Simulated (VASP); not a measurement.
## Sc3Te2: single point with PBE

Crystal: Sc3Te2.

```
Sc Te
1.0
     3.92038    0.00000    0.00000
     0.00000    3.92038    0.00000
     0.00000    0.00000    8.95062
Sc Te
3 2
Cartesian
  1.9602 1.9602 7.4790
  1.9602 1.9602 1.4717
  1.9602 1.9602 4.4753
  0.0000 0.0000 0.0000
  0.0000 0.0000 4.4753
```

* Program: VASP 6.6.1
* Task: single point
* Functional: PBE
* Potentials or basis: VASP PAW PBE potentials, release 64 (Sc_sv, Te)
* Cutoff: 520 eV
* k mesh: 4 × 4 × 2
* Occupations: gaussian, width 0.1 eV
* Spin: collinear spin, ferromagnetic start
* Starting moments: [1.0, 1.0, 1.0, 0.0, 0.0] μB

The pressure is 0.5 GPa. The largest force is 0.015 eV/Å and the band gap on the k mesh is zero (filled and empty bands overlap). The net moment is 1.01 μB per cell, the site moments are Sc +0.33, -0.03; Te -0.02, -0.00 μB and the valence electrons inside the program's atomic spheres are Sc 9.35, 9.59; Te 3.43, 3.50.

Forces in eV/Å, atoms in the order of the input:
```
Sc   0.000  0.000 -0.015
Sc   0.000  0.000  0.015
Sc   0.000  0.000  0.000
Te   0.000  0.000  0.000
Te   0.000  0.000  0.000
```

Stress tensor (GPa, compression positive):
```
0.11 0.00 0.00
0.00 0.11 0.00
0.00 0.00 1.25
```

Levels at points of the mesh, in eV from the Fermi level:
Spin up:
```csv
k point,band 20,band 21,band 22,band 23,band 24,band 25,band 26,band 27
"(0.00, 0.00, 0.00)",-1.66,-1.53,-1.14,-0.62,-0.41,-0.05,0.96,0.96
"(0.50, 0.00, 0.00)",-2.37,-1.26,-0.74,-0.17,0.38,0.46,0.85,0.86
"(0.50, 0.50, 0.00)",-1.59,-1.58,-0.62,-0.62,1.11,1.11,1.11,1.23
"(0.00, 0.00, 0.50)",-1.65,-0.98,-0.77,-0.64,-0.63,0.17,0.89,0.89
"(0.50, 0.00, 0.50)",-2.40,-0.93,-0.34,0.07,0.24,0.25,0.64,0.83
"(0.50, 0.50, 0.50)",-2.18,-1.19,-0.69,-0.69,-0.13,1.44,1.45,1.54
```
Spin down:
```tsv
k point	band 20	band 21	band 22	band 23	band 24	band 25
(0.00, 0.00, 0.00)	-1.65	-1.35	-0.87	-0.27	-0.11	0.43
(0.50, 0.00, 0.00)	-2.34	-0.91	-0.48	0.07	0.61	0.81
(0.50, 0.50, 0.00)	-1.59	-1.22	-0.47	-0.47	1.29	1.38
(0.00, 0.00, 0.50)	-1.65	-0.70	-0.58	-0.57	-0.10	0.58
(0.50, 0.00, 0.50)	-2.36	-0.64	0.09	0.21	0.44	0.55
(0.50, 0.50, 0.50)	-2.16	-0.69	-0.54	-0.54	-0.09	1.69
```

It took 2.6 min on 1 thread of Intel(R) Xeon(R) 6975P-C (Granite Rapids) (shared host), peak memory 0.32 GiB.

Caveat: the k points lie up to 0.40 Å⁻¹ apart; spin-orbit coupling is left out, which moves the levels of the heavy elements.
